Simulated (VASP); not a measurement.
# MoW5 in VASP: a series of runs

The runs below take MoW5 through single point, with PBE.

All numbers are computed with VASP 6.6.1; they aren't measurements. Logs are shortened: lines on timing, memory, paths and dates and some standing lists are left out, and cuts for length are marked.

## (1) The cell of the first run

The typed cell holds 12 atoms: a = 3.179 Å, b = 3.179 Å, c = 19.091 Å, α = 90.00°, β = 90.00°, γ = 90.00°.

## (2) Single point, PBE

Input file INCAR:

```
ALGO = Fast
EDIFF = 1E-6
ENCUT = 520
GGA = PE
ISIF = 2
ISMEAR = 0
LASPH = True
LCHARG = True
LELF = True
LREAL = False
LVHAR = True
LWAVE = False
NBANDS = 96
NELM = 100
PREC = Accurate
SIGMA = 0.2
```

Input file KPOINTS:

```
k-points
0
Gamma
  6 6 1
```

Input file POSCAR:

```
MoW5
1.0
    3.1788772746      0.0000234180      0.0000286973
    0.0000242262      3.1787422803      0.0000232234
   -0.0000505037      0.0002578086     19.0906586310
Mo W
2 10
Direct
    0.4999540587      0.5000467243      0.2499698094
    0.4999621006      0.4999405795      0.7500280287
   -0.0000001611      0.0000310140      0.3330349540
    0.0000081183     -0.0001129244      0.8330983913
    0.5000361078      0.5000328619      0.4164163369
    0.5000317876      0.4998904248      0.9164662273
    0.0000361163      0.0000095745      0.0000084239
    0.0000391404      0.0000202793      0.4999920135
    0.5000392795      0.5000703130      0.0835549960
    0.4999783135      0.5000289081      0.5835680753
   -0.0000212007      0.0000580380      0.1669085739
   -0.0000636608     -0.0000157932      0.6669541697
```

Potentials or basis: VASP PAW PBE potentials, release 64 (Mo_sv, W_sv).

Command:

```sh
$ cat potpaw_PBE.64/Mo_sv/POTCAR potpaw_PBE.64/W_sv/POTCAR > POTCAR
$ mpirun -np 1 vasp_std > vasp.out
```

OUTCAR:

```text
EDIFF = 1E-6
   ENCUT = 520
   GGA = PE
   ISIF = 2
   ISMEAR = 0
   LASPH = True
   LREAL = False
   NELM = 100
   PREC = Accurate

 ion  position               nearest neighbor table
   1  0.500  0.500  0.250-   3 2.75  11 2.75  11 2.75   3 2.75  11 2.75  11 2.75   3 2.75   3 2.75
                             9 3.18   5 3.18
   2  0.500  0.500  0.750-   4 2.75  12 2.75   4 2.75   4 2.75  12 2.75  12 2.75  12 2.75   4 2.75
                             6 3.18  10 3.18
   3  1.000  0.000  0.333-   1 2.75   1 2.75   1 2.75   1 2.75   5 2.75   5 2.75   5 2.75   5 2.75
                            11 3.17   8 3.19
   4  0.000  1.000  0.833-   2 2.75   2 2.75   2 2.75   2 2.75   6 2.75   6 2.75   6 2.75   6 2.75
                            12 3.17   7 3.19
   5  0.500  0.500  0.416-   3 2.75   3 2.75   3 2.75   3 2.75   8 2.76   8 2.76   8 2.76   8 2.76
                             1 3.18  10 3.19
   6  0.500  0.500  0.916-   4 2.75   4 2.75   4 2.75   4 2.75   7 2.76   7 2.76   7 2.76   7 2.76
                             2 3.18   9 3.19
   7  0.000  0.000  0.000-   6 2.76   6 2.76   9 2.76   9 2.76   9 2.76   9 2.76   6 2.76   6 2.76
                            11 3.19   4 3.19
   8  0.000  0.000  0.500-  10 2.76  10 2.76   5 2.76   5 2.76   5 2.76   5 2.76  10 2.76  10 2.76
                             3 3.19  12 3.19
   9  0.500  0.500  0.084-  11 2.75  11 2.75  11 2.75  11 2.75   7 2.76   7 2.76   7 2.76   7 2.76
                             1 3.18   6 3.19
  10  0.500  0.500  0.584-  12 2.75  12 2.75  12 2.75  12 2.75   8 2.76   8 2.76   8 2.76   8 2.76
                             2 3.18   5 3.19
  11  1.000  0.000  0.167-   1 2.75   1 2.75   1 2.75   1 2.75   9 2.75   9 2.75   9 2.75   9 2.75
                             3 3.17   7 3.19
  12  1.000  1.000  0.667-   2 2.75   2 2.75   2 2.75   2 2.75  10 2.75  10 2.75  10 2.75  10 2.75
                             4 3.17   8 3.19

  LATTYP: Found a simple monoclinic cell.
 ALAT       =     3.1788772748
 B/A-ratio  =     6.0054720527
 C/A-ratio  =     2.2360355811
 COS(beta)  =    -0.8944334471

  Lattice vectors:

 A1 = (   3.1788772746,   0.0000234180,   0.0000286973)
 A2 = (   0.0000505037,  -0.0002578086, -19.0906586310)
 A3 = (  -6.3577303230,   3.1786954443,  -0.0000341712)

Analysis of symmetry for initial positions (statically):
=====================================================================
 Subroutine PRICEL returns:
 Original cell was already a primitive cell.

 Routine SETGRP: Setting up the symmetry group for a
 simple monoclinic supercell.

 Subroutine GETGRP returns: Found  1 space group operations
 (whereof  1 operations were pure point group operations)
 out of a pool of  4 trial point group operations.

The static configuration has the point symmetry C_1 .

Analysis of symmetry for dynamics (positions and initial velocities):
=====================================================================
 Subroutine PRICEL returns:
 Original cell was already a primitive cell.

 Routine SETGRP: Setting up the symmetry group for a
 simple monoclinic supercell.

 Subroutine GETGRP returns: Found  1 space group operations
 (whereof  1 operations were pure point group operations)
 out of a pool of  4 trial point group operations.

The dynamic configuration has the point symmetry C_1 .

 Subroutine INISYM returns: Found  1 space group operations
 (whereof  1 operations are pure point group operations),
 and found     1 'primitive' translations

----------------------------------------------------------------------------------------

                                     Primitive cell

  volume of cell :     192.9079

  direct lattice vectors                    reciprocal lattice vectors
     3.178877275  0.000023418  0.000028697     0.314576473 -0.000002397  0.000000832
     0.000024226  3.178742280  0.000023223    -0.000002317  0.314589832 -0.000004248
    -0.000050504  0.000257809 19.090658631    -0.000000473 -0.000000383  0.052381640

  length of vectors
     3.178877275  3.178742280 19.090658633     0.314576473  0.314589832  0.052381640

  position of ions in fractional coordinates (direct lattice)
     0.499954059  0.500046724  0.249969809
     0.499962101  0.499940579  0.750028029
     0.999999839  0.000031014  0.333034954
     0.000008118  0.999887076  0.833098391
     0.500036108  0.500032862  0.416416337
     0.500031788  0.499890425  0.916466227
     0.000036116  0.000009574  0.000008424
     0.000039140  0.000020279  0.499992013
     0.500039280  0.500070313  0.083554996
     0.499978314  0.500028908  0.583568075
     0.999978799  0.000058038  0.166908574
     0.999936339  0.999984207  0.666954170

  ion indices of the primitive-cell ions
   primitive index   ion index
                 1           1
                 2           2
                 3           3
                 4           4
                 5           5
                 6           6
                 7           7
                 8           8
                 9           9
                10          10
                11          11
                12          12

----------------------------------------------------------------------------------------

 KPOINTS: k-points

Automatic generation of k-mesh.
 Grid dimensions read from file:
 generate k-points for:    6    6    1

 Generating k-lattice:

  Cartesian coordinates                     Fractional coordinates (reciprocal lattice)
     0.052429412 -0.000000400  0.000000139     0.166666667  0.000000000 -0.000000000
    -0.000000386  0.052431639 -0.000000708     0.000000000  0.166666667  0.000000000
    -0.000000473 -0.000000383  0.052381640    -0.000000000  0.000000000  1.000000000

  Length of vectors
     0.052429412  0.052431639  0.052381640

  Shift w.r.t. Gamma in fractional coordinates (k-lattice)
     0.000000000  0.000000000  0.000000000

 Subroutine IBZKPT returns following result:
 ===========================================

 Found     20 irreducible k-points:

 Following reciprocal coordinates:
            Coordinates               Weight
  0.000000  0.000000  0.000000      1.000000
  0.166667  0.000000 -0.000000      2.000000
  0.333333  0.000000 -0.000000      2.000000
  0.500000  0.000000  0.000000      1.000000
  0.000000  0.166667  0.000000      2.000000
  0.166667  0.166667  0.000000      2.000000
[... 12 lines left out ...]
  0.333333  0.500000  0.000000      2.000000
  0.500000  0.500000  0.000000      1.000000
   k-points           NKPTS =     20   k-points in BZ     NKDIM =     20   number of bands    NBANDS=     96
   number of dos      NEDOS =    301   number of ions     NIONS =     12
   total plane-waves  NPLWV =  82944
   dimension x,y,z NGX =    24 NGY =   24 NGZ =  144
   dimension x,y,z NGXF=    48 NGYF=   48 NGZF=  288
   ions per type =               2  10
   NGX,Y,Z   is equivalent  to a cutoff of  12.55, 12.55, 12.54 a.u.
   NGXF,Y,Z  is equivalent  to a cutoff of  25.10, 25.10, 25.08 a.u.
 SYSTEM =  unknown system
   PREC   = accura    normal or accurate (medium, high low for compatibility)
   ISTART =      0    job   : 0-new  1-cont  2-samecut
   ICHARG =      2    charge: 1-file 2-atom 10-const
   ISPIN  =      1    spin polarized calculation?
   LNONCOLLINEAR =      F non collinear calculations
   LSORBIT =      F    spin-orbit coupling
   LASPH  =      T    aspherical Exc in radial PAW
   ENCUT  =  520.0 eV  38.22 Ry    6.18 a.u.   5.91  5.91 35.50*2*pi/ulx,y,z
   NELM   =    100;   NELMIN=  2; NELMDL= -5     # of ELM steps
   EDIFF  = 0.1E-05   stopping-criterion for ELM
   LREAL  =      F    real-space projection
   EDIFFG = 0.1E-04   stopping-criterion for IOM
   NSW    =      0    number of steps for IOM
   IBRION =     -1    ionic relax: 0-MD 1-quasi-New 2-CG
   NFREE  =      0    steps in history (QN), initial steepest desc. (CG)
   ISIF   =      2    stress and relaxation
   ISYM   =      2    0-nonsym 1-usesym 2-fastsym
   POTIM  = 0.5000    time-step for ionic-motion
   TEBEG  =    0.0;   TEEND  =   0.0 temperature during run
   PSTRESS=    0.0 pullay stress
   NELECT =     168.0000    total number of electrons
   NUPDOWN=      -1.0000    fix difference up-down
   EMIN   =  10.00;   EMAX   =-10.00  energy-range for DOS
   EFERMI =   0.00;   METHOD = LEGACY
   ISMEAR =     0;   SIGMA  =   0.20  broadening in eV -4-tet -1-fermi 0-gaus
   EFERMI_NEDOS =   21; number of points for ismear=-14 and -15
   IALGO  =     68    algorithm
   IMIX   =      4    mixing-type and parameters
     AMIX     =   0.40;   BMIX     =  1.00
     AMIX_MAG =   1.60;   BMIX_MAG =  1.00
  volume/ion in A,a.u.               =      16.08       108.48
  Fermi-wavevector in a.u.,A,eV,Ry     =   1.563368  2.954337 33.254271  2.444120
  Thomas-Fermi vector in A             =   2.666150
   LORBIT       =      0    0 simple, 1 ext, 2 COOP (PROOUT), +10 PAW based schemes
   GGA     = PE    functional components
   LHFCALC =     F    Hartree Fock is set to
   AEXX    =    0.0000 exact exchange contribution
   IVDW    =     0    specifies the selected vdW correction
   LEPSILON=     F    determine dielectric tensor
   LRPA    =     F    only Hartree local field effects (RPA)
 non-spin polarized calculation
 RMM-DIIS sequential band-by-band and
 Gauss-broadening in eV      SIGMA  =   0.20
  energy-cutoff  :      520.00
  volume of cell :      192.91
 maximum number of plane-waves:      5272
   NGX = 11   NGY = 11   NGZ = 71

 number of electron     167.9999983 magnetization

 Free energy of the ion-electron system (eV)
  ---------------------------------------------------
  ext. energy  EPLUGINS =         0.00000000
  ---------------------------------------------------
  free energy    TOTEN  =      -151.65542445 eV

  energy without entropy =     -151.55794031  energy(sigma->0) =     -151.60668238

 E-fermi :  11.4057     XC(G=0): -13.5074

 val. band max:       11.3933981780   @ k =   0.1667   0.0000  -0.0000
 cond. band min:      11.5633932854   @ k =   0.1667   0.0000  -0.0000
 fundamental gap:      0.1699951073
 Fermi energy:        11.4056696412

 k-point     1 :       0.0000    0.0000    0.0000
  band No.  band energies     occupation
      1     -62.7958      2.00000
      2     -62.7936      2.00000
      3     -62.7770      2.00000
      4     -62.7734      2.00000
      5     -62.7202      2.00000
      6     -62.7180      2.00000
[... 88 lines left out ...]
     95      12.6753      0.00000
     96      12.7517      0.00000

 k-point     2 :       0.1667    0.0000   -0.0000
  band No.  band energies     occupation
      1     -62.7832      2.00000
      2     -62.7807      2.00000
      3     -62.7690      2.00000
      4     -62.7653      2.00000
      5     -62.7165      2.00000
      6     -62.7146      2.00000
[... 1771 lines left out ...]
     95      14.0594      0.00000
     96      14.1262      0.00000

 k-point    20 :       0.5000    0.5000    0.0000
  band No.  band energies     occupation
      1     -62.7321      2.00000
      2     -62.7319      2.00000
      3     -62.7279      2.00000
      4     -62.7277      2.00000
      5     -62.6698      2.00000
      6     -62.6694      2.00000
[... 88 lines left out ...]
     95      14.4296      0.00000
     96      14.5023      0.00000

------------------------ aborting loop because EDIFF is reached ----------------------------------------

  FORCE on cell =-STRESS in cart. coord.  units (eV):
  Direction    XX          YY          ZZ          XY          YZ          ZX
  --------------------------------------------------------------------------------------
  -------------------------------------------------------------------------------------
  Total        0.4400467      0.4589567      0.3097143     -0.0024292     -0.0040550     -0.0007082
  in kB        3.6547639      3.8118193      2.5723015     -0.0201754     -0.0336784     -0.0058816
  external PRESSURE =       3.3462949 kB  Pullay stress =       0.0000000 kB

 VOLUME and BASIS-vectors are now :
 -----------------------------------------------------------------------------
  energy-cutoff  :      520.00
  volume of cell :      192.91
      direct lattice vectors                 reciprocal lattice vectors
     3.178877275  0.000023418  0.000028697     0.314576473 -0.000002397  0.000000832
     0.000024226  3.178742280  0.000023223    -0.000002317  0.314589832 -0.000004248
    -0.000050504  0.000257809 19.090658631    -0.000000473 -0.000000383  0.052381640

 POSITION                                       TOTAL-FORCE (eV/Angst)
 -----------------------------------------------------------------------------------
      1.58929      1.58960      4.77211         0.001171      0.000028      0.002786
      1.58929      1.58939     14.31856         0.000428     -0.000030     -0.001911
      3.17886      0.00021      6.35789        -0.000039      0.000327     -0.002839
      0.00001      3.17860     15.90442        -0.000312      0.001000     -0.009468
      1.58954      1.58959      7.94969        -0.000715     -0.000254      0.002574
      1.58951      1.58927     17.49597        -0.000342      0.002255     -0.003500
      0.00011      0.00003      0.00016        -0.000119     -0.001050     -0.000096
      0.00010      0.00019      9.54518        -0.001254      0.000316      0.000292
      1.58957      1.58963      1.59515        -0.001041     -0.001400     -0.000056
      1.58935      1.58963     11.14072         0.000457     -0.000943     -0.001167
      3.17880      0.00025      3.18642         0.000643     -0.000126      0.009495
      3.17867      3.17889     12.73265         0.001123     -0.000123      0.003892
 -----------------------------------------------------------------------------------
    total drift:                                0.000031     -0.000015     -0.000146

  FREE ENERGIE OF THE ION-ELECTRON SYSTEM (eV)
  ---------------------------------------------------
  free  energy   TOTEN  =      -151.6554244495 eV

  energy  without entropy=     -151.5579403089  energy(sigma->0) =     -151.60668238
```

It took 20 min on 1 thread of Oxide Virtual Turin-like, shared host; peak memory 0.4 GiB.

Results:

```yaml
Free_energy: -151.6554 eV
Pressure: 0.3 GPa
Largest_force: 0.010 eV/Å
Band_gap_on_the_k_mesh: zero (band 84 reaches 12.18 eV, above the bottom of band 85 at 10.92 eV)
```

Forces on the atoms (eV/Å):
```
Mo   0.001  0.000  0.003
Mo   0.000  0.000 -0.002
W    0.000  0.000 -0.003
W    0.000  0.001 -0.009
W   -0.001  0.000  0.003
W    0.000  0.002 -0.004
W    0.000 -0.001  0.000
W   -0.001  0.000  0.000
W   -0.001 -0.001  0.000
W    0.000 -0.001 -0.001
W    0.001  0.000  0.009
W    0.001  0.000  0.004
```

Caveat: spin-orbit coupling is left out, which moves the levels of the heavy elements.

## (3) Single point, PBE, collinear spin, ferromagnetic start

This run uses another cell than the first one: it holds 6 atoms, not 12.

Input file INCAR:

```
  PREC = Accurate
  ENCUT = 520
  EDIFF = 1E-6
  ISMEAR = 0
  SIGMA = 0.1
  LREAL = F
  LASPH = T
  NELM = 150
  ALGO = Normal
  ISIF = 2
  LWAVE = F
  LCHARG = F
  ISPIN = 2
  MAGMOM = 1 0 0 0 0 0
  LORBIT = 11
  LMAXMIX = 4
  GGA = PE
  NBANDS = 55
```

Input file KPOINTS:

```
Automatic mesh
0
Gamma
  6 6 2
```

Input file POSCAR:

```
MoW5
1.0
    3.1798401000      0.0000000000      0.0000000000
    0.0000000000      3.1798401000      0.0000000000
    0.0000000000      0.0000000000      9.5417943000
Mo W
1 5
Direct
    0.5000000000      0.5000000000      0.5000000000
    0.0000000000      0.0000000000      0.6659340000
    0.5000000000      0.5000000000      0.8328580000
    0.0000000000      0.0000000000      0.0000000000
    0.5000000000      0.5000000000      0.1671420000
    0.0000000000      0.0000000000      0.3340660000
```

Potentials or basis: VASP PAW PBE potentials, release 64 (Mo_sv, W_sv).

Command:

```sh
$ cat potpaw_PBE.64/Mo_sv/POTCAR potpaw_PBE.64/W_sv/POTCAR > POTCAR
$ mpirun -np 1 vasp_std > vasp.out
```

It took 7.2 min on 1 thread of Oxide Virtual Turin-like, shared host; peak memory 0.29 GiB.

It converged, with:

```
Free energy                                           : -75.8098 eV
Pressure                                              : 0.3 GPa
Largest force                                         : 0.005 eV/Å
Band gap on the k mesh                                : zero (filled and empty bands overlap)
Net moment                                            : 0.00 μB per cell
Valence electrons inside the program's atomic spheres : Mo 12.51; W 12.03, 12.06
```

Forces in eV/Å, atoms in the order of the input:
```
Mo   0.000  0.000  0.000
W    0.000  0.000  0.004
W    0.000  0.000  0.005
W    0.000  0.000  0.000
W    0.000  0.000 -0.005
W    0.000  0.000 -0.004
```

Stress tensor (GPa, compression positive):
```
0.24 0.00 0.00
0.00 0.24 0.00
0.00 0.00 0.39
```

Levels at points of the mesh, in eV from the Fermi level:
Spin up:
| k point | band 39 | band 40 | band 41 | band 42 | band 43 | band 44 | band 45 | band 46 |
| --- | --- | --- | --- | --- | --- | --- | --- | --- |
| (0.00, 0.00, 0.00) | -1.14 | -1.14 | -0.76 | -0.70 | -0.14 | -0.01 | 0.77 | 0.77 |
| (0.50, 0.00, 0.00) | -0.89 | -0.87 | -0.60 | -0.60 | -0.49 | -0.48 | 1.14 | 1.34 |
| (0.50, 0.50, 0.00) | -1.67 | -1.67 | 0.78 | 0.78 | 1.87 | 2.04 | 2.26 | 2.58 |
| (0.00, 0.00, 0.50) | -1.00 | -0.87 | -0.59 | -0.59 | -0.49 | -0.49 | 1.13 | 1.15 |
| (0.50, 0.00, 0.50) | -1.79 | -1.76 | 0.21 | 0.28 | 0.37 | 0.41 | 0.78 | 0.79 |
| (0.50, 0.50, 0.50) | -0.33 | -0.33 | -0.08 | -0.08 | 1.93 | 2.22 | 2.26 | 2.38 |
Spin down:
| k point | band 38 | band 39 | band 40 | band 41 | band 42 | band 43 | band 44 | band 45 | band 46 | band 47 |
| --- | --- | --- | --- | --- | --- | --- | --- | --- | --- | --- |
| (0.00, 0.00, 0.00) | -1.18 | -1.14 | -1.14 | -0.76 | -0.70 | -0.14 | -0.01 | 0.77 | 0.77 | 0.96 |
| (0.50, 0.00, 0.00) | -0.99 | -0.89 | -0.87 | -0.60 | -0.60 | -0.49 | -0.48 | 1.14 | 1.34 | 1.43 |
| (0.50, 0.50, 0.00) | -1.82 | -1.67 | -1.67 | 0.78 | 0.78 | 1.87 | 2.04 | 2.26 | 2.58 | 2.84 |
| (0.00, 0.00, 0.50) | -1.25 | -1.00 | -0.87 | -0.59 | -0.59 | -0.49 | -0.49 | 1.13 | 1.15 | 1.28 |
| (0.50, 0.00, 0.50) | -1.82 | -1.79 | -1.76 | 0.21 | 0.28 | 0.37 | 0.41 | 0.78 | 0.79 | 2.01 |
| (0.50, 0.50, 0.50) | -2.84 | -0.33 | -0.33 | -0.08 | -0.08 | 1.93 | 2.22 | 2.26 | 2.38 | 2.39 |

Caveat: spin-orbit coupling is left out, which moves the levels of the heavy elements.
